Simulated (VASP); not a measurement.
Runs of VASP 6.6.1 on CdS. Symmetry: Fm-3m, No. 225, cubic system. The conventional cell has a = 5.506 Å, b = 5.506 Å, c = 5.506 Å, α = 90.00°, β = 90.00°, γ = 90.00°. Within 3.6 Å of Cd (site symmetry m-3m) lie 6 S at 2.75 Å. Within 3.6 Å of S (site symmetry m-3m) lie 6 Cd at 2.75 Å. 

| k mesh | gap on the mesh (eV) | pressure (GPa) |
| --- | --- | --- |
| 5 × 5 × 5 | (a) | -1.7 |
| 6 × 6 × 6 | 0.73 | -1.8 |
| 4 × 4 × 4 | 0.71 | (c) |
| 3 × 3 × 3 | 1.58 | (b) |

Alike in all rows: task single point; level r2SCAN; potentials or basis VASP PAW PBE potentials, release 64 (Cd, S); no spin polarisation; cell as given; cutoff (eV) 550; smearing fermi-dirac 0.1 eV.

Estimate the missing entries.

(a) 1.22; (b) -0.6; (c) -1.4.

Caveats: some runs use coarse meshes; the PAW data sets were made with another functional, which shifts forces and pressure a little.

A k mesh can miss the band edges, and the runs leave out spin-orbit coupling on Cd.
